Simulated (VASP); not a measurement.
# SiC (F-43m) in VASP: notebook, part 2 of 2

VASP 6.6.1.

### Step 3. G0W0 quasiparticle levels, PBE

This run uses another cell than the first one, of 11.62 Å³/atom.

POSCAR

```
SiC
1.0
    0.0000000000      2.2651744451      2.2651744451
    2.2651744451      0.0000000000      2.2651744451
    2.2651744451      2.2651744451      0.0000000000
Si C
1 1
Direct
    0.0000000000      0.0000000000      0.0000000000
    0.2500000000      0.2500000000      0.2500000000
```

INCAR.step1

```
SYSTEM = SiC
  PREC = Accurate
  ENCUT = 500
  EDIFF = 1E-8
  ISMEAR = 0
  SIGMA = 0.01
  LREAL = .False.
  LASPH = .True.
  NELM = 60
  ALGO = Normal
  LWAVE = .True.
  LCHARG = .False.
  GGA = PE
```

INCAR.step2

```
SYSTEM = SiC
  PREC = Accurate
  ENCUT = 500
  EDIFF = 1E-8
  ISMEAR = 0
  SIGMA = 0.01
  LREAL = .False.
  LASPH = .True.
  NELM = 1
  ALGO = Exact
  LWAVE = .True.
  LCHARG = .False.
  GGA = PE
  NBANDS = 100
  LOPTICS = .True.
  ISTART = 1
```

INCAR.step3

```
SYSTEM = SiC
  PREC = Accurate
  ENCUT = 500
  EDIFF = 1E-8
  ISMEAR = 0
  SIGMA = 0.01
  LREAL = .False.
  LASPH = .True.
  ALGO = EVGW0
  LWAVE = .False.
  LCHARG = .False.
  GGA = PE
  NELMGW = 1
  NBANDS = 100
  ENCUTGW = 150.0
  NOMEGA = 96
  PRECFOCK = Fast
  ISTART = 1
  NBANDSGW = 12
  OMEGAMAX = 20
```

KPOINTS

```
regular mesh
0
Gamma
  6 6 6
  0 0 0
```

Potentials or basis: VASP PAW PBE potentials, release 64 (Si_GW, C_GW).

Command:

```bash
$ cat potpaw_PBE.64/Si_GW/POTCAR potpaw_PBE.64/C_GW/POTCAR > POTCAR
$ cp INCAR.step1 INCAR
$ mpirun -np 1 vasp_std > vasp.out
$ cp INCAR.step2 INCAR
$ mpirun -np 1 vasp_std > vasp.out
$ cp INCAR.step3 INCAR
$ mpirun -np 1 vasp_std > vasp.out
```

OUTCAR:

```text
SYSTEM = SiC
   PREC = Accurate
   ENCUT = 500
   EDIFF = 1E-8
   ISMEAR = 0
   LREAL = .False.
   LASPH = .True.
   GGA = PE
   NELMGW = 1
   ENCUTGW = 150.0
   PRECFOCK = Fast
   ISTART = 1

 ion  position               nearest neighbor table
   1  0.000  0.000  0.000-   2 1.96   2 1.96   2 1.96   2 1.96
   2  0.250  0.250  0.250-   1 1.96   1 1.96   1 1.96   1 1.96

  LATTYP: Found a face centered cubic cell.
 ALAT       =     4.5303488902

  Lattice vectors:

 A1 = (   0.0000000000,   2.2651744451,   2.2651744451)
 A2 = (   2.2651744451,   0.0000000000,   2.2651744451)
 A3 = (   2.2651744451,   2.2651744451,   0.0000000000)

Analysis of symmetry for initial positions (statically):
=====================================================================
 Subroutine PRICEL returns:
 Original cell was already a primitive cell.

 Routine SETGRP: Setting up the symmetry group for a
 face centered cubic supercell.

 Subroutine GETGRP returns: Found 24 space group operations
 (whereof 24 operations were pure point group operations)
 out of a pool of 48 trial point group operations.

The static configuration has the point symmetry T_d .

Analysis of symmetry for dynamics (positions and initial velocities):
=====================================================================
 Subroutine PRICEL returns:
 Original cell was already a primitive cell.

 Routine SETGRP: Setting up the symmetry group for a
 face centered cubic supercell.

 Subroutine GETGRP returns: Found 24 space group operations
 (whereof 24 operations were pure point group operations)
 out of a pool of 48 trial point group operations.

The dynamic configuration has the point symmetry T_d .

 Subroutine INISYM returns: Found 24 space group operations
 (whereof 24 operations are pure point group operations),
 and found     1 'primitive' translations

----------------------------------------------------------------------------------------

                                     Primitive cell

  volume of cell :      23.2453

  direct lattice vectors                    reciprocal lattice vectors
     0.000000000  2.265174445  2.265174445    -0.220733551  0.220733551  0.220733551
     2.265174445  0.000000000  2.265174445     0.220733551 -0.220733551  0.220733551
     2.265174445  2.265174445  0.000000000     0.220733551  0.220733551 -0.220733551

  length of vectors
     3.203440421  3.203440421  3.203440421     0.382321726  0.382321726  0.382321726

  position of ions in fractional coordinates (direct lattice)
     0.000000000  0.000000000  0.000000000
     0.250000000  0.250000000  0.250000000

  ion indices of the primitive-cell ions
   primitive index   ion index
                 1           1
                 2           2

----------------------------------------------------------------------------------------

 KPOINTS: regular mesh

Automatic generation of k-mesh.
 Grid dimensions read from file:
 generate k-points for:    6    6    6

 Generating k-lattice:

  Cartesian coordinates                     Fractional coordinates (reciprocal lattice)
    -0.036788925  0.036788925  0.036788925     0.166666667  0.000000000  0.000000000
     0.036788925 -0.036788925  0.036788925     0.000000000  0.166666667  0.000000000
     0.036788925  0.036788925 -0.036788925     0.000000000  0.000000000  0.166666667

  Length of vectors
     0.063720288  0.063720288  0.063720288

  Shift w.r.t. Gamma in fractional coordinates (k-lattice)
     0.000000000  0.000000000  0.000000000

 Subroutine IBZKPT returns following result:
 ===========================================

 Found     16 irreducible k-points:

 Following reciprocal coordinates:
            Coordinates               Weight
  0.000000  0.000000  0.000000      1.000000
  0.166667  0.000000  0.000000      8.000000
  0.333333  0.000000  0.000000      8.000000
  0.500000  0.000000  0.000000      4.000000
  0.166667  0.166667  0.000000      6.000000
  0.333333  0.166667  0.000000     24.000000
[... 8 lines left out ...]
 -0.333333  0.333333  0.166667     24.000000
 -0.333333  0.500000  0.166667     12.000000
   k-points           NKPTS =     16   k-points in BZ     NKDIM =    216   number of bands    NBANDS=    100
   number of dos      NEDOS =    301   number of ions     NIONS =      2
   total plane-waves  NPLWV =  13824
   dimension x,y,z NGX =    24 NGY =   24 NGZ =   24
   dimension x,y,z NGXF=    48 NGYF=   48 NGZF=   48
   ions per type =               1   1
   NGX,Y,Z   is equivalent  to a cutoff of  12.46, 12.46, 12.46 a.u.
   NGXF,Y,Z  is equivalent  to a cutoff of  24.91, 24.91, 24.91 a.u.
 SYSTEM =  SiC
   PREC   = accura    normal or accurate (medium, high low for compatibility)
   ISTART =      1    job   : 0-new  1-cont  2-samecut
   ICHARG =      0    charge: 1-file 2-atom 10-const
   ISPIN  =      1    spin polarized calculation?
   LNONCOLLINEAR =      F non collinear calculations
   LSORBIT =      F    spin-orbit coupling
   LASPH  =      T    aspherical Exc in radial PAW
   ENCUT  =  500.0 eV  36.75 Ry    6.06 a.u.   5.84  5.84  5.84*2*pi/ulx,y,z
   NELM   =     60;   NELMIN=  2; NELMDL=  0     # of ELM steps
   EDIFF  = 0.1E-07   stopping-criterion for ELM
   LREAL  =      F    real-space projection
   EDIFFG = 0.1E-06   stopping-criterion for IOM
   NSW    =      0    number of steps for IOM
   IBRION =     -1    ionic relax: 0-MD 1-quasi-New 2-CG
   NFREE  =      0    steps in history (QN), initial steepest desc. (CG)
   ISIF   =      0    stress and relaxation
   ISYM   =      3    0-nonsym 1-usesym 2-fastsym
   POTIM  = 0.5000    time-step for ionic-motion
   TEBEG  =    0.0;   TEEND  =   0.0 temperature during run
   PSTRESS=    0.0 pullay stress
   NELECT =       8.0000    total number of electrons
   NUPDOWN=      -1.0000    fix difference up-down
   EMIN   =  10.00;   EMAX   =-10.00  energy-range for DOS
   EFERMI =   0.00;   METHOD = LEGACY
   ISMEAR =     0;   SIGMA  =   0.01  broadening in eV -4-tet -1-fermi 0-gaus
   EFERMI_NEDOS =   21; number of points for ismear=-14 and -15
   IALGO  =     38    algorithm
   IMIX   =      4    mixing-type and parameters
     AMIX     =   0.40;   BMIX     =  1.00
     AMIX_MAG =   1.60;   BMIX_MAG =  1.00
  volume/ion in A,a.u.               =      11.62        78.43
  Fermi-wavevector in a.u.,A,eV,Ry     =   1.147255  2.167997 17.907897  1.316193
  Thomas-Fermi vector in A             =   2.283935
   LORBIT       =      0    0 simple, 1 ext, 2 COOP (PROOUT), +10 PAW based schemes
   GGA     = PE    functional components
   LHFCALC =     T    Hartree Fock is set to
   PRECFOCK=fast      Normal, Fast or Accurate (Low or Medium for compatibility)
   ENCUT4O =  -1.0   cutoff for four orbital integrals eV
   NKREDX  =     1    reduce k-point grid by
   NKREDY  =     1    reduce k-point grid by
   NKREDZ  =     1    reduce k-point grid by
   AEXX    =    1.0000 exact exchange contribution
   HFSCREEN=    0.0000 screening length (either q_TF or 0.3 A-1)
   HFSCREENC=   0.0000 screening length for correlation (either q_TF or 0.3 A-1)
   ENCUTFOCK=  -1.0 apply spherical cutoff to Coloumb kernel
   IVDW    =     0    specifies the selected vdW correction
   LEPSILON=     F    determine dielectric tensor
   LRPA    =     F    only Hartree local field effects (RPA)
   LRPAFORCE           =     F    calculate RPA forces
   ENCUTGW             = 150.0    cutoff for response function in eV
   ENCUTGWSOFT         = 120.0    soft cutoff for Coulomb kernel in GW response function in eV
   ENCUTLF             =  -1.0    cutoff for local field effects
   NELMGW              =     1    number of iterations in solving QP/BSE equation
   NELMHF              =     1    number of iterations in the inner HF iteration
   NKREDLFX            =     1    NKREDLFY  =   1   NKREDLFZ  =   1
 non-spin polarized calculation
 Gauss-broadening in eV      SIGMA  =   0.01
  energy-cutoff  :      500.00
  volume of cell :       23.25
 maximum number of plane-waves:       609
  NGX = 14; NGY = 14; NGZ = 14
   NGX = 11   NGY = 11   NGZ = 11
 maximum number of plane-waves:       113

 QP shifts <psi_nk| G(iteration)W_0 |psi_nk>: iteration 1
 for sc-GW calculations column KS-energies equals QP-energies in previous step
 and V_xc(KS)=  KS-energies - (<T + V_ion + V_H > + <T+V_H+V_ion>^1  + <V_x>^1)

 k-point   1 :       0.0000    0.0000    0.0000
  band No.  KS-energies  QP-energies   sigma(KS)   V_xc(KS)     V^pw_x(r,r')   Z            occupation Imag(sigma)

      1      -7.9671      -8.8916     -13.7971     -12.4618     -21.1225       0.6924       2.0000       1.1822
      2       6.5572       6.0057     -15.1601     -14.4529     -16.8706       0.7798       2.0000       0.0273
      3       6.5572       6.0057     -15.1601     -14.4529     -16.8706       0.7798       2.0000       0.0273
      4       6.5572       6.0057     -15.1601     -14.4529     -16.8706       0.7798       2.0000       0.0273
      5      11.4370      11.9119     -12.4285     -13.0418      -7.6177       0.7745       0.0000      -0.0640
      6      13.0938      13.5755     -10.6010     -11.2151      -5.5986       0.7843       0.0000      -0.0702
      7      13.0938      13.5755     -10.6010     -11.2151      -5.5986       0.7843       0.0000      -0.0702
      8      13.0938      13.5755     -10.6010     -11.2151      -5.5986       0.7843       0.0000      -0.0702
      9      20.3879      20.9054     -10.3459     -11.0105      -4.2635       0.7787       0.0000      -0.2617
     10      20.3879      20.9054     -10.3459     -11.0105      -4.2635       0.7787       0.0000      -0.2617
     11      21.2982      21.4365      -9.2216      -9.4016      -2.8510       0.7682       0.0000      -0.3673
     12      22.9271      23.0435      -9.7007      -9.8538      -2.7785       0.7606       0.0000      -0.7032
[... 228 lines left out ...]
      1      -3.3457      -4.1578     -15.2907     -14.1623     -21.4413       0.7197       2.0000       0.6181
      2      -0.4973      -1.3135     -13.4103     -12.2819     -17.5140       0.7233       2.0000       0.2209
      3       2.4590       1.6462     -13.5926     -12.5088     -16.4586       0.7499       2.0000       0.0685
      4       2.5665       1.7732     -13.2269     -12.1751     -15.8632       0.7542       2.0000       0.0614
      5      10.4241      10.7436     -10.8787     -11.2819      -6.5116       0.7924       0.0000      -0.0571
      6      12.9748      13.4741     -10.9923     -11.6261      -6.0933       0.7878       0.0000      -0.0681
      7      16.3829      16.8583     -11.1314     -11.7665      -4.8659       0.7486       0.0000      -0.1831
      8      17.6622      18.2360     -11.6329     -12.3946      -5.4443       0.7532       0.0000      -0.1897
      9      19.3865      19.9472     -12.0100     -12.7855      -4.6833       0.7231       0.0000      -0.3681
     10      23.1334      23.5322     -10.7780     -11.3066      -3.5839       0.7545       0.0000      -0.5744
     11      25.6997      26.3624     -11.8979     -12.7877      -4.3148       0.7448       0.0000      -0.7614
     12      28.5483      28.9762     -11.5241     -12.0935      -3.8803       0.7515       0.0000      -1.0714
```

It took 2.1 min on 1 thread of Intel Xeon 6975P-C (Granite Rapids), shared host; peak memory 0.46 GiB.

Results:

```yaml
Quasiparticle_gap: 2.18 eV
Least_direct_quasiparticle_gap: 5.36 eV
Band_gap_of_the_starting_levels_on_the_mesh: 1.45 eV
Least_direct_gap_of_the_starting_levels_on_the_mesh: 4.41 eV
```

Caveat: the k points lie up to 0.40 Å⁻¹ apart; the cutoff is under 1.25 times the usual one of these potentials, so pressure, stress and relaxed cells hold a basis-set (Pulay) error; bands, screening cutoff and mesh are small and nothing is extrapolated, so the quasiparticle values aren't converged.
